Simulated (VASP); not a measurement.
Input of a VASP 6.6.1 run:

Contents of POSCAR:

```
SrO
1.0
    0.0000000000      2.5609078853      2.5609078853
    2.5609078853      0.0000000000      2.5609078853
    2.5609078853      2.5609078853      0.0000000000
Sr O
1 1
Direct
    0.0000000000      0.0000000000      0.0000000000
    0.5000000000      0.5000000000      0.5000000000
```

The input INCAR.step1:

```
PREC     = Accurate       # precision mode
ENCUT    = 660            # plane-wave cutoff, eV
ISMEAR   = -1             # smearing method
SIGMA    = 0.03           # smearing width, eV
LREAL    = False          # projectors in reciprocal space
LASPH    = True           # aspherical terms in the spheres
NELM     = 120            # most SCF steps
GGA      = PE             # functional
ALGO     = Normal         # electronic algorithm
EDIFF    = 1E-5           # SCF threshold, eV
LWAVE    = True           # write WAVECAR
LCHARG   = False          # write CHGCAR
GGA_COMPAT= False        
IBRION   = 2              # ionic algorithm
ISIF     = 3              # what is computed and relaxed
EDIFFG   = -0.005         # ionic threshold
NELMIN   = 4            
NSW      = 100            # ionic steps
```

The input INCAR.step2:

```
PREC     = Accurate       # precision mode
ENCUT    = 660            # plane-wave cutoff, eV
EDIFF    = 1E-7           # SCF threshold, eV
ISMEAR   = -1             # smearing method
SIGMA    = 0.03           # smearing width, eV
LREAL    = False          # projectors in reciprocal space
LASPH    = True           # aspherical terms in the spheres
NELM     = 120            # most SCF steps
ALGO     = Normal         # electronic algorithm
ISIF     = 3              # what is computed and relaxed
LWAVE    = False          # write WAVECAR
LCHARG   = False          # write CHGCAR
METAGGA  = R2SCAN         # meta-GGA
LMIXTAU  = True         
LUSE_VDW = True         
IVDW_NL  = 2            
BPARAM   = 11.95        
CPARAM   = 0.0093       
IBRION   = 2              # ionic algorithm
NSW      = 100            # ionic steps
EDIFFG   = -0.01          # ionic threshold
ISTART   = 1            
GGA_COMPAT= False        
NELMIN   = 4
```

KPOINTS

```
Automatic mesh
0
Gamma
  8 8 8
```

Potentials or basis: VASP PAW PBE potentials, release 64 (Sr_sv, O).

Launch:

```bash
$ cat potpaw_PBE.64/Sr_sv/POTCAR potpaw_PBE.64/O/POTCAR > POTCAR
$ cp INCAR.step1 INCAR
$ mpirun -np 1 vasp_std > vasp.out
$ cp INCAR.step2 INCAR
$ mpirun -np 1 vasp_std > vasp.out
```

**Question.** Predict the relaxed volume.

**Answer.** 17.08 Å³/atom.

**Question.** What does it give for the relaxed cell?

**Answer.** a = 3.642 Å, b = 3.642 Å, c = 3.642 Å, α = 60.00°, β = 60.00°, γ = 60.00°.

**Question.** Predict the band gap on the k mesh.

**Answer.** 3.70 eV, indirect (least direct gap 3.79 eV).

**Question.** Estimate the space group after relaxing (to 0.05 Å).

**Answer.** Fm-3m (No. 225).

The path:
```csv
step,energy change (eV),largest force (eV/Å),pressure (GPa),volume (Å³)
1,0.0000,0.0000,1.66,33.59
2,-0.0021,0.0000,-0.81,34.45
3,-0.0029,0.0000,0.00,34.15
```

Caveat: the PAW data sets were made with another functional, which shifts forces and pressure a little. A k mesh can miss the band edges.
